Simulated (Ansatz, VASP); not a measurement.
## One calculation of Bi, two programs

```
Bi
1.0
    -4.24627    4.24627    1.47124
     4.24627   -4.24627    1.47124
     4.24627    4.24627   -1.47124
Bi
1
Direct
  0.00000 0.00000 0.00000
```

Alike in both runs: task single point; functional LDA; k mesh 6 × 6 × 6; no spin polarisation.

|  | VASP | Ansatz |
| --- | --- | --- |
| version | VASP 6.6.1 | Ansatz 0.2.0 |
| potentials or method | VASP PAW LDA potentials, release 64 (Bi_d) | plane waves, PAW |
| plane-wave cutoff (eV) | 520 | 420 |
| occupations | methfessel-paxton of order 1, width 0.1 eV | cold, width 0.1 eV |
| valence electrons in the cell | 15 | 15 |

VASP gave:

| Property | Result |
| --- | --- |
| pressure (GPa) | -0.4 |
| traceless stress, the component that is largest in VASP (GPa) | -0.52 |

Estimate Ansatz's values.

pressure (GPa): -0.5; traceless stress, the component that is largest in VASP (GPa): -0.72.

LDA's correlation is that of Perdew and Zunger in VASP and of Perdew and Wang (1992) in Ansatz.

The k mesh is coarse, so the values compare programs but aren't converged. Spin-orbit coupling is off throughout.
